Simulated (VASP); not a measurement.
Wanted: the native input for a VASP 6.6.1 run.

```yaml
Task: single point
Functional: PBEsol
Potentials_or_basis: VASP PAW PBE potentials, release 64 (In_d, Se)
Cutoff: 520 eV
k_mesh: 8 × 8 × 8
Occupations: fermi-dirac, width 0.05 eV
Spin: no spin polarisation
Dipole_correction: no
Further_INCAR_settings: ALGO = Normal; EDIFF = 1e-07; NBANDS = 27
```

The structure of InSe lies in POSCAR:

```
InSe
1.0
    2.0059099494      1.1581126493      8.4361349557
   -2.0059099494      1.1581126493      8.4361349557
    0.0000000000     -2.3162252985      8.4361349557
In Se
2 2
Direct
    0.8894465901      0.8894465901      0.8894465901
   -0.0007923130     -0.0007923130     -0.0007923130
    0.1724772142      0.1724772142      0.1724772142
    0.3828685087      0.3828685087      0.3828685087
```

The input as run:

INCAR

```
SYSTEM = InSe
PREC     = Accurate       ! precision mode
ENCUT    = 520            ! plane-wave cutoff, eV
EDIFF    = 1E-7           ! SCF threshold, eV
ISMEAR   = -1             ! smearing method
SIGMA    = 0.05           ! smearing width, eV
LREAL    = .FALSE.        ! projectors in reciprocal space
LASPH    = .TRUE.         ! aspherical terms in the spheres
NELM     = 80             ! most SCF steps
ALGO     = Normal         ! electronic algorithm
ISIF     = 2              ! what is computed and relaxed
LWAVE    = .FALSE.        ! write WAVECAR
LCHARG   = .FALSE.        ! write CHGCAR
GGA      = PS             ! functional
NBANDS   = 27             ! bands
```

KPOINTS

```
regular mesh
0
G
  8 8 8
  0 0 0
```

Potentials or basis: VASP PAW PBE potentials, release 64 (In_d, Se).

The run is started by

```sh
$ cat potpaw_PBE.64/In_d/POTCAR potpaw_PBE.64/Se/POTCAR > POTCAR
$ mpirun -np 1 vasp_std > vasp.out
```

It gave:

| Property | Result |
| --- | --- |
| Pressure | 0.1 GPa |
| Largest force | 0.036 eV/Å |
| Band gap on the k mesh | 0.35 eV |

Caveat: the PAW data sets were made with another functional, which shifts forces and pressure a little; spin-orbit coupling is left out, which moves the levels of the heavy elements.

Run time: 10 min on 1 thread of Intel(R) Xeon(R) 6975P-C (Granite Rapids), with other jobs on the host, peak memory 0.72 GiB.
